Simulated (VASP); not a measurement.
Here is a VASP 6.6.1 calculation.

The input POSCAR:

```
CdSiP2
1.0
   -2.8468453812      2.8468453812      5.2420756378
    2.8468453812     -2.8468453812      5.2420756378
    2.8468453812      2.8468453812     -5.2420756378
Cd P Si
2 4 2
Direct
    0.0000000000      0.0000000000      0.0000000000
    0.7500000000      0.2500000000      0.5000000000
    0.3750000000      0.4211589736      0.5461589736
    0.1711589736      0.6250000000      0.0461589736
    0.8750000000      0.8288410264      0.4538410264
    0.5788410264      0.1250000000     -0.0461589736
    0.5000000000      0.5000000000      0.0000000000
    0.2500000000      0.7500000000      0.5000000000
```

The input INCAR.step1:

```
PREC = Accurate ; ENCUT = 550
ISMEAR = -1 ; SIGMA = 0.02
LREAL = F ; LASPH = T
NELM = 120 ; NBANDS = 36
GGA = PE ; ALGO = Normal
EDIFF = 1E-5 ; LWAVE = T
LCHARG = F ; GGA_COMPAT = F
```

Contents of INCAR.step2:

```
PREC = Accurate ; ENCUT = 550
EDIFF = 1E-6 ; ISMEAR = -1
SIGMA = 0.02 ; LREAL = F
LASPH = T ; NELM = 120
ALGO = Normal ; ISIF = 2
LWAVE = F ; LCHARG = F
METAGGA = R2SCAN ; LMIXTAU = T
NBANDS = 36 ; ISTART = 1
GGA_COMPAT = F
```

Contents of KPOINTS:

```
regular mesh
0
Gamma
  6 6 6
```

Potentials or basis: VASP PAW PBE potentials, release 64 (Cd, P, Si).

Run with:

```console
$ cat potpaw_PBE.64/Cd/POTCAR potpaw_PBE.64/P/POTCAR potpaw_PBE.64/Si/POTCAR > POTCAR
$ cp INCAR.step1 INCAR
$ mpirun -np 1 vasp_std > vasp.out
$ cp INCAR.step2 INCAR
$ mpirun -np 1 vasp_std > vasp.out
```

Task: Predict the band gap on the k mesh.

Result: 1.61 eV.

Task: What does it give for the pressure?

Result: -0.1 GPa.

Task: Estimate the largest force.

Result: 0.057 eV/Å.

Forces in eV/Å, atoms in the order of the input:
```
Cd   0.000  0.000  0.000
Cd   0.000  0.000  0.000
P    0.057  0.000  0.000
P    0.000  0.057  0.000
P   -0.057  0.000  0.000
P    0.000 -0.057  0.000
Si   0.000  0.000  0.000
Si   0.000  0.000  0.000
```

Caveat: the PAW data sets were made with another functional, which shifts forces and pressure a little. A k mesh can miss the band edges.
